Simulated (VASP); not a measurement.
Crystal: Zr.

```
Zr
1.0
     3.23200    0.00000    0.00000
    -1.61600    2.79899    0.00000
     0.00000    0.00000    5.14700
Zr
2
Direct
  0.33333 0.66667 0.25000
  0.66667 0.33333 0.75000
```

```yaml
Program: VASP 6.6.1
Task: relaxation of cell and atoms
Functional: PBEsol
Potentials_or_basis: VASP PAW PBE potentials, release 64 (Zr_sv)
Cutoff: 600 eV
k_mesh: 16 × 16 × 10
Occupations: gaussian, width 0.05 eV
Spin: no spin polarisation
```

At the start: pressure -3.2 GPa; volume 23.28 Å³/atom.

Q: How do energy, volume and symmetry change on relaxing?

A: Over 6 steps the energy falls by 8.4 meV/atom and the volume is 22.47 Å³/atom (-3.5 %); space group P6_3/mmc (No. 194, to 0.1 Å) before and after.

The path:
```
step  energy change (eV)  largest force (eV/Å)  pressure (GPa)  volume (Å³)
   1              0.0000                0.0000           -3.24        46.56
   2              0.0000                0.0000            3.61        43.46
   3             -0.0165                0.0000            0.00        44.99
   4             -0.0165                0.0000            0.07        44.95
   5             -0.0167                0.0000            0.05        44.95
   6             -0.0168                0.0000            0.05        44.95
```

Final structure:
```
CELL_PARAMETERS angstrom
3.18607 0.00000 0.00000
-1.59303 2.75921 0.00000
0.00000 0.00000 5.11276
ATOMIC_POSITIONS crystal
Zr 0.33333 0.66667 0.25000
Zr 0.66667 0.33333 0.75000
```

Caveat: the PAW data sets were made with another functional, which shifts forces and pressure a little.
